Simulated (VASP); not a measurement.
# Pt (P6/mmm) in VASP: a series of runs

Pt is run at these levels: r2SCAN; tasks: single point.

Everything below comes from runs of VASP 6.6.1. Logs are shortened: lines on timing, memory, paths and dates and some standing lists are left out, and cuts for length are marked.

**1. The cell of the first run**

It takes space group P6/mmm (No. 191, hexagonal). Conventional cell: a = 4.674 Å, b = 4.674 Å, c = 2.785 Å, α = 90.00°, β = 90.00°, γ = 120.00°. Within 3.7 Å of Pt (site symmetry 6/mmm) lie 14 Pt at 2.79 to 3.04 Å. Within 3.6 Å of Pt (site symmetry -6m2) lie 11 Pt at 2.70 to 3.04 Å.

This isn't the form of Pt at room conditions, which is fcc.

**2. Single point, r2SCAN (17.56 Å³/atom)**

Input file POSCAR:

```
Pt
1.0
    4.6740556805      0.0000000000      0.0000000000
   -2.3370278403      4.0478509580      0.0000000000
    0.0000000000      0.0000000000      2.7850265139
Pt
3
Direct
    1.0000000000      0.0000000000      1.0000000000
    0.3333333333      0.6666666667      0.5000000000
    0.6666666667      0.3333333333      0.5000000000
```

Input file INCAR.step1:

```
SYSTEM = Pt
  ALGO = Normal
  EDIFF = 1E-4
  ENCUT = 520
  GGA = PE
  ISMEAR = -1
  LASPH = .True.
  LCHARG = .False.
  LREAL = .False.
  LWAVE = .True.
  NBANDS = 22
  NELM = 80
  PREC = Accurate
  SIGMA = 0.1
```

Input file INCAR.step2:

```
SYSTEM = Pt
  ALGO = Normal
  EDIFF = 1E-6
  ENCUT = 520
  ISIF = 2
  ISMEAR = -1
  ISTART = 1
  LASPH = .True.
  LCHARG = .True.
  LELF = .True.
  LMIXTAU = .True.
  LREAL = .False.
  LVHAR = .True.
  LWAVE = .False.
  METAGGA = R2SCAN
  NBANDS = 22
  NELM = 80
  PREC = Accurate
  SIGMA = 0.1
```

Input file KPOINTS:

```
k-points
0
Gamma
  9 9 13
  0 0 0
```

Potentials or basis: VASP PAW PBE potentials, release 64 (Pt).

Run with:

```sh
> cat potpaw_PBE.64/Pt/POTCAR > POTCAR
> cp INCAR.step1 INCAR
> mpirun -np 1 vasp_std > vasp.out
> cp INCAR.step2 INCAR
> mpirun -np 1 vasp_std > vasp.out
```

OUTCAR:

```text
SYSTEM = Pt
   EDIFF = 1E-6
   ENCUT = 520
   ISIF = 2
   ISMEAR = -1
   ISTART = 1
   LASPH = .True.
   LREAL = .False.
   METAGGA = R2SCAN
   NELM = 80
   PREC = Accurate

 ion  position               nearest neighbor table
   1  0.000  0.000  0.000-   2 3.04   3 3.04   2 3.04   3 3.04   3 3.04   3 3.04   2 3.04   2 3.04
                             3 3.04   3 3.04   2 3.04   2 3.04
   2  0.333  0.667  0.500-   3 2.70   3 2.70   3 2.70   1 3.04   1 3.04   1 3.04   1 3.04   1 3.04
                             1 3.04
   3  0.667  0.333  0.500-   2 2.70   2 2.70   2 2.70   1 3.04   1 3.04   1 3.04   1 3.04   1 3.04
                             1 3.04

  LATTYP: Found a hexagonal cell.
 ALAT       =     4.6740556805
 C/A-ratio  =     0.5958479540

  Lattice vectors:

 A1 = (   4.6740556805,   0.0000000000,   0.0000000000)
 A2 = (  -2.3370278403,   4.0478509580,   0.0000000000)
 A3 = (   0.0000000000,   0.0000000000,   2.7850265139)

Analysis of symmetry for initial positions (statically):
=====================================================================
 Subroutine PRICEL returns:
 Original cell was already a primitive cell.

 Routine SETGRP: Setting up the symmetry group for a
 hexagonal supercell.

 Subroutine GETGRP returns: Found 24 space group operations
 (whereof 24 operations were pure point group operations)
 out of a pool of 24 trial point group operations.

The static configuration has the point symmetry D_6h.

Analysis of symmetry for dynamics (positions and initial velocities):
=====================================================================
 Subroutine PRICEL returns:
 Original cell was already a primitive cell.

 Routine SETGRP: Setting up the symmetry group for a
 hexagonal supercell.

 Subroutine GETGRP returns: Found 24 space group operations
 (whereof 24 operations were pure point group operations)
 out of a pool of 24 trial point group operations.

The dynamic configuration has the point symmetry D_6h.

 Subroutine INISYM returns: Found 24 space group operations
 (whereof 24 operations are pure point group operations),
 and found     1 'primitive' translations

----------------------------------------------------------------------------------------

                                     Primitive cell

  volume of cell :      52.6924

  direct lattice vectors                    reciprocal lattice vectors
     4.674055681  0.000000000  0.000000000     0.213946959  0.123522334  0.000000000
[... 82 lines left out ...]
   ISPIN  =      1    spin polarized calculation?
   LNONCOLLINEAR =      F non collinear calculations
   LSORBIT =      F    spin-orbit coupling
   LASPH  =      T    aspherical Exc in radial PAW
   ENCUT  =  520.0 eV  38.22 Ry    6.18 a.u.   8.69  8.69  5.18*2*pi/ulx,y,z
   NELM   =     80;   NELMIN=  2; NELMDL=  0     # of ELM steps
   EDIFF  = 0.1E-05   stopping-criterion for ELM
   LREAL  =      F    real-space projection
   EDIFFG = 0.1E-04   stopping-criterion for IOM
   NSW    =      0    number of steps for IOM
   IBRION =     -1    ionic relax: 0-MD 1-quasi-New 2-CG
   NFREE  =      0    steps in history (QN), initial steepest desc. (CG)
   ISIF   =      2    stress and relaxation
   ISYM   =      2    0-nonsym 1-usesym 2-fastsym
   POTIM  = 0.5000    time-step for ionic-motion
   TEBEG  =    0.0;   TEEND  =   0.0 temperature during run
   PSTRESS=    0.0 pullay stress
   NELECT =      30.0000    total number of electrons
   NUPDOWN=      -1.0000    fix difference up-down
   EMIN   =  10.00;   EMAX   =-10.00  energy-range for DOS
   EFERMI =   0.00;   METHOD = LEGACY
   ISMEAR =    -1;   SIGMA  =   0.10  broadening in eV -4-tet -1-fermi 0-gaus
   EFERMI_NEDOS =   21; number of points for ismear=-14 and -15
   IALGO  =     38    algorithm
   IMIX   =      4    mixing-type and parameters
     AMIX     =   0.40;   BMIX     =  1.00
     AMIX_MAG =   1.60;   BMIX_MAG =  1.00
  volume/ion in A,a.u.               =      17.56       118.53
  Fermi-wavevector in a.u.,A,eV,Ry     =   1.356853  2.564080 25.048992  1.841049
  Thomas-Fermi vector in A             =   2.483821
   LORBIT       =      0    0 simple, 1 ext, 2 COOP (PROOUT), +10 PAW based schemes
   METAGGA = R2SCAN    functional components
   LHFCALC =     F    Hartree Fock is set to
   AEXX    =    0.0000 exact exchange contribution
   IVDW    =     0    specifies the selected vdW correction
   LEPSILON=     F    determine dielectric tensor
   LRPA    =     F    only Hartree local field effects (RPA)
 non-spin polarized calculation
  energy-cutoff  :      520.00
  volume of cell :       52.69
 maximum number of plane-waves:      1450
 NGX is ok and might be reduce to    36
   NGX = 17   NGY = 17   NGZ = 11

 number of electron      29.9999998 magnetization

 Free energy of the ion-electron system (eV)
  ---------------------------------------------------
  ext. energy  EPLUGINS =         0.00000000
  ---------------------------------------------------
  free energy    TOTEN  =      -153.72990662 eV

  energy without entropy =     -153.54518423  energy(sigma->0) =     -153.63754543

 E-fermi :   8.2812     XC(G=0): -13.5347

 val. band max:        8.2793266334   @ k =   0.4444   0.1111   0.3846
 cond. band min:       8.2855220156   @ k =   0.3333  -0.0000   0.1538
 fundamental gap:      0.0061953822
 Fermi energy:         8.2811599514

 k-point     1 :       0.0000    0.0000    0.0000
  band No.  band energies     occupation
      1      -0.4788      2.00000
      2       2.7449      2.00000
      3       4.0660      2.00000
      4       4.7357      2.00000
      5       4.7440      2.00000
      6       4.7440      2.00000
[... 589 lines left out ...]
     21      18.8210      0.00000
     22      24.1166      0.00000

 [... further k-points ...]
[... 5 lines left out ...]
  --------------------------------------------------------------------------------------
  -------------------------------------------------------------------------------------
  Total       -6.8786797     -6.8786797     -6.7871100      0.0000000      0.0000000      0.0000000
  in kB     -209.1548497   -209.1548497   -206.3705598      0.0000000      0.0000000      0.0000000
  external PRESSURE =    -208.2267531 kB  Pullay stress =       0.0000000 kB

 VOLUME and BASIS-vectors are now :
 -----------------------------------------------------------------------------
  energy-cutoff  :      520.00
  volume of cell :       52.69
      direct lattice vectors                 reciprocal lattice vectors
     4.674055681  0.000000000  0.000000000     0.213946959  0.123522334  0.000000000
    -2.337027840  4.047850958  0.000000000     0.000000000  0.247044669  0.000000000
     0.000000000  0.000000000  2.785026514     0.000000000  0.000000000  0.359063009

 POSITION                                       TOTAL-FORCE (eV/Angst)
 -----------------------------------------------------------------------------------
      0.00000      0.00000      0.00000        -0.000000      0.000000     -0.000000
     -0.00000      2.69857      1.39251         0.000000     -0.000000      0.000000
      2.33703      1.34928      1.39251        -0.000000      0.000000     -0.000000
 -----------------------------------------------------------------------------------
    total drift:                                0.000000      0.000000     -0.000000

  FREE ENERGIE OF THE ION-ELECTRON SYSTEM (eV)
  ---------------------------------------------------
  free  energy   TOTEN  =      -153.7299066236 eV

  energy  without entropy=     -153.5451842272  energy(sigma->0) =     -153.63754543
```

OUTCAR.step1:

```text
SYSTEM = Pt
   EDIFF = 1E-4
   ENCUT = 520
   GGA = PE
   ISMEAR = -1
   LASPH = .True.
   LREAL = .False.
   NELM = 80
[... 826 lines left out ...]
      0.00000      0.00000      0.00000         0.000000      0.000000      0.000000
     -0.00000      2.69857      1.39251        -0.000000      0.000000      0.000000
      2.33703      1.34928      1.39251         0.000000      0.000000      0.000000
 -----------------------------------------------------------------------------------
    total drift:                                0.000000      0.000000     -0.000000

  FREE ENERGIE OF THE ION-ELECTRON SYSTEM (eV)
  ---------------------------------------------------
  free  energy   TOTEN  =       -17.6768783405 eV

  energy  without entropy=      -17.4832068352  energy(sigma->0) =      -17.58004259
```

OSZICAR.step1:

```text
N       E                     dE             d eps       ncg     rms          rms(c)
DAV:   1     0.167805431913E+03    0.16781E+03   -0.15025E+04  3736   0.128E+03
DAV:   2    -0.144623286287E+02   -0.18227E+03   -0.16963E+03  4044   0.277E+02
DAV:   3    -0.187590739687E+02   -0.42967E+01   -0.41953E+01  4296   0.415E+01
DAV:   4    -0.187922669325E+02   -0.33193E-01   -0.33175E-01  4116   0.384E+00
DAV:   5    -0.187926334502E+02   -0.36652E-03   -0.36650E-03  4368   0.446E-01    0.147E+01
DAV:   6    -0.177796947359E+02    0.10129E+01   -0.24809E+00  3852   0.119E+01    0.821E+00
DAV:   7    -0.180078709430E+02   -0.22818E+00   -0.26323E+00  4032   0.112E+01    0.696E+00
DAV:   8    -0.176799014993E+02    0.32797E+00   -0.90487E-01  3954   0.899E+00    0.296E+00
DAV:   9    -0.176835052983E+02   -0.36038E-02   -0.65982E-02  4154   0.186E+00    0.812E-01
DAV:  10    -0.176769458043E+02    0.65595E-02   -0.29204E-02  3954   0.138E+00    0.141E-01
DAV:  11    -0.176768783405E+02    0.67464E-04   -0.51572E-04  3942   0.176E-01
   1 F= -.17676878E+02 E0= -.17580043E+02  d E =-.193672E+00
```

It took 3.2 min on 1 thread of AMD EPYC 9R45 (Zen 5), shared host; peak memory 0.2 GiB.

What came out:

```yaml
Free_energy: -153.7299 eV
Pressure: -20.8 GPa
Band_gap_on_the_k_mesh: zero (bands 15 and 16 overlap by 1.14 eV)
```

Caveat: the cell stands under tension; the PAW data sets were made with another functional, which shifts forces and pressure a little; spin-orbit coupling is left out, which moves the levels of the heavy elements.

**3. Single point, r2SCAN, collinear spin (15.68 Å³/atom)**

This run uses another cell than the first one, of 15.68 Å³/atom.

Input file POSCAR:

```
Pt
1.0
    4.5006086680      0.0000000000      0.0000000000
   -2.2503043340      3.8976414390      0.0000000000
    0.0000000000      0.0000000000      2.6811485997
Pt
3
Direct
    0.0000000000      1.0000000000      0.0000000000
    0.3333333333      0.6666666667      0.5000000000
    0.6666666667      0.3333333333      0.5000000000
```

Input file INCAR.step1:

```
SYSTEM = Pt
ALGO     = Normal         ! electronic algorithm
EDIFF    = 1E-4           ! SCF threshold, eV
ENCUT    = 520            ! plane-wave cutoff, eV
GGA      = PE             ! functional
ISMEAR   = -1             ! smearing method
ISPIN    = 2              ! spin polarisation
LASPH    = .True.         ! aspherical terms in the spheres
LCHARG   = .False.        ! write CHGCAR
LMAXMIX  = 4              ! l up to which the mixer works
LREAL    = .False.        ! projectors in reciprocal space
LWAVE    = .True.         ! write WAVECAR
MAGMOM   = -0.252 -0.198 -0.198 ! initial moments
NBANDS   = 26             ! bands
NELM     = 150            ! most SCF steps
PREC     = Accurate       ! precision mode
SIGMA    = 0.05           ! smearing width, eV
```

Input file INCAR.step2:

```
SYSTEM = Pt
ALGO     = Normal         ! electronic algorithm
EDIFF    = 1E-7           ! SCF threshold, eV
ENCUT    = 520            ! plane-wave cutoff, eV
ISIF     = 2              ! what is computed and relaxed
ISMEAR   = -1             ! smearing method
ISPIN    = 2              ! spin polarisation
ISTART   = 1            
LASPH    = .True.         ! aspherical terms in the spheres
LCHARG   = .False.        ! write CHGCAR
LMAXMIX  = 4              ! l up to which the mixer works
LMIXTAU  = .True.       
LORBIT   = 11             ! projections on sites
LREAL    = .False.        ! projectors in reciprocal space
LWAVE    = .False.        ! write WAVECAR
MAGMOM   = -0.252 -0.198 -0.198 ! initial moments
METAGGA  = R2SCAN         ! meta-GGA
NBANDS   = 26             ! bands
NELM     = 150            ! most SCF steps
PREC     = Accurate       ! precision mode
SIGMA    = 0.05           ! smearing width, eV
```

Input file KPOINTS:

```
k-points
0
Gamma
  11 11 15
  0 0 0
```

Potentials or basis: VASP PAW PBE potentials, release 64 (Pt).

Run with:

```sh
> cat potpaw_PBE.64/Pt/POTCAR > POTCAR
> cp INCAR.step1 INCAR
> mpirun -np 1 vasp_std > vasp.out
> cp INCAR.step2 INCAR
> mpirun -np 1 vasp_std > vasp.out
```

Wall time 15 min (1 thread of AMD EPYC 9R45 (Zen 5), shared host); peak memory 0.31 GiB.

The run converged. Its results:

```yaml
Free_energy: -154.0834 eV
Pressure: 0.4 GPa
Band_gap_on_the_k_mesh: zero (filled and empty bands overlap)
Net_moment: 0.00 μB per cell
Valence_electrons_inside_the_program's_atomic_spheres: Pt 9.17, 9.29 (each value once)
```

Stress tensor (GPa, compression positive):
```
0.53 0.00 0.00
0.00 0.53 0.00
0.00 0.00 0.07
```

Levels at points of the mesh, in eV from the Fermi level:
Spin up:
```csv
k point,band 11,band 12,band 13,band 14,band 15,band 16,band 17,band 18,band 19,band 20
"(0.00, 0.00, 0.00)",-2.09,-2.09,-1.90,-1.90,0.31,0.31,5.34,6.37,7.72,7.72
```
Spin down:
```
           k point  band 12  band 13  band 14  band 15  band 16  band 17  band 18  band 19
(0.00, 0.00, 0.00)    -2.09    -1.90    -1.90     0.31     0.31     5.34     6.37     7.72
```

Caveat: the PAW data sets were made with another functional, which shifts forces and pressure a little; spin-orbit coupling is left out, which moves the levels of the heavy elements.

**4. Single point, r2SCAN, collinear spin**

This run uses another cell than the first one, of 15.68 Å³/atom.

POSCAR is that of step 3.

Input file INCAR.step1:

```
SYSTEM = Pt
  ALGO = Normal
  EDIFF = 1E-4
  ENCUT = 520
  GGA = PE
  ISMEAR = -1
  ISPIN = 2
  LASPH = .True.
  LCHARG = .False.
  LMAXMIX = 4
  LREAL = .False.
  LWAVE = .True.
  MAGMOM = -0.23 -0.195 -0.195
  NBANDS = 26
  NELM = 150
  PREC = Accurate
  SIGMA = 0.05
```

Input file INCAR.step2:

```
SYSTEM = Pt
  ALGO = Normal
  EDIFF = 1E-7
  ENCUT = 520
  ISIF = 2
  ISMEAR = -1
  ISPIN = 2
  ISTART = 1
  LASPH = .True.
  LCHARG = .True.
  LELF = .True.
  LMAXMIX = 4
  LMIXTAU = .True.
  LORBIT = 11
  LREAL = .False.
  LVHAR = .True.
  LWAVE = .False.
  MAGMOM = -0.23 -0.195 -0.195
  METAGGA = R2SCAN
  NBANDS = 26
  NELM = 150
  PREC = Accurate
  SIGMA = 0.05
```

KPOINTS is that of step 3.

Run with:

```sh
> cat potpaw_PBE.64/Pt/POTCAR > POTCAR
> cp INCAR.step1 INCAR
> mpirun -np 1 vasp_std > vasp.out
> cp INCAR.step2 INCAR
> mpirun -np 1 vasp_std > vasp.out
```

It took 19 min on 1 thread of Intel Xeon 8259CL, shared host; peak memory 0.35 GiB.

Results (log left out):

```
Free energy                                           : -154.0834 eV
Pressure                                              : 0.4 GPa
Band gap on the k mesh                                : zero (filled and empty bands overlap)
Net moment                                            : 0.00 μB per cell
Valence electrons inside the program's atomic spheres : Pt 9.17, 9.29 (each value once)
```

Stress tensor (GPa, compression positive):
```
0.53 0.00 0.00
0.00 0.53 0.00
0.00 0.00 0.07
```

Levels at points of the mesh, in eV from the Fermi level:
Spin up:
| k point | band 13 | band 14 | band 15 | band 16 | band 17 | band 18 |
| --- | --- | --- | --- | --- | --- | --- |
| (0.00, 0.00, 0.00) | -1.90 | -1.90 | 0.31 | 0.31 | 5.34 | 6.37 |
Spin down:
```tsv
k point	band 12	band 13	band 14	band 15	band 16	band 17	band 18	band 19
(0.00, 0.00, 0.00)	-2.09	-1.90	-1.90	0.31	0.31	5.34	6.37	7.72
```

Caveat: the PAW data sets were made with another functional, which shifts forces and pressure a little; spin-orbit coupling is left out, which moves the levels of the heavy elements.
